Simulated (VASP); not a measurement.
## HfO2: single point with revPBE+D3(BJ)

The system is HfO2.

```xyz
3
Lattice="0.0000 2.5543 2.5543 2.5543 0.0000 2.5543 2.5543 2.5543 0.0000" Properties=species:S:1:pos:R:3 pbc="T T T"
Hf    0.0000    0.0000    0.0000
O     1.2771    1.2771    1.2771
O     3.8314    3.8314    3.8314
```

```json
{"Program": "VASP 6.6.1", "Task": "single point", "Functional": "revPBE", "Dispersion": "D3(BJ)", "Potentials or basis": "VASP PAW PBE potentials, release 64 (Hf_pv, O)", "Cutoff": "600 eV", "k mesh": "8 × 8 × 8", "Occupations": "gaussian, width 0.05 eV", "Spin": "no spin polarisation", "Dipole correction": "no", "Further INCAR settings": "ALGO = Normal; EDIFF = 1e-06; NBANDS = 18"}
```

The pressure is -8.7 GPa. The band gap on the k mesh is 3.82 eV. The dispersion energy per atom is -0.438 eV.

Levels at points of the mesh, in eV from the valence-band top:
```tsv
k point	band 9	band 10	band 11	band 12	band 13	band 14
(0.00, 0.00, 0.00)	-0.59	-0.59	-0.59	3.88	3.88	5.77
(0.50, 0.00, 0.00)	-2.66	-1.80	-1.80	4.58	4.58	6.78
(0.50, 0.50, 0.00)	-1.48	-1.48	0.00	3.82	5.43	6.44
```

Run time: 40 s on 1 thread of Intel Xeon 8259CL (shared host), peak memory 0.19 GiB.

Caveat: the cell stands under tension; the PAW data sets were made with another functional, which shifts forces and pressure a little; spin-orbit coupling is left out, which moves the levels of the heavy elements. A k mesh can miss the band edges.
